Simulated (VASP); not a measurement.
**GaN: G0W0 quasiparticle levels with PBE**

The system is GaN.

```
Ga N
1.0
     0.00000    2.10852    2.10852
     2.10852    0.00000    2.10852
     2.10852    2.10852    0.00000
Ga N
1 1
Direct
  0.00000 0.00000 0.00000
  0.50000 0.50000 0.50000
```

- Program: VASP 6.6.1
- Task: G0W0 quasiparticle levels
- Functional: PBE
- Potentials or basis: VASP PAW PBE potentials, release 64 (Ga_d_GW, N_GW)
- Cutoff: 500 eV
- k mesh: 10 × 10 × 10
- Occupations: gaussian, width 0.01 eV
- Spin: no spin polarisation
- Dipole correction: no
- GW scheme: G0W0
- GW iterations: 1
- Cutoff of the response function: 80
- Frequency points: 96
- Empty bands: 30
- Further INCAR settings: ALGO = EVGW0; EDIFF = 1e-08; NBANDS = 39

| Quantity | Value |
| --- | --- |
| Quasiparticle gap | 1.55 eV |
| Least direct quasiparticle gap | 3.73 eV |
| Band gap of the starting levels on the mesh | 0.67 eV |
| Least direct gap of the starting levels on the mesh | 2.84 eV |

It took 43 min on 1 thread of Intel(R) Xeon(R) Platinum 8259CL CPU @ 2.50GHz (Skylake/Cascade Lake) (shared host), peak memory 1.1 GiB.

Caveat: bands, screening cutoff and mesh are small and nothing is extrapolated, so the quasiparticle values aren't converged; the structure was generated, so it needn't be the stable form of GaN.
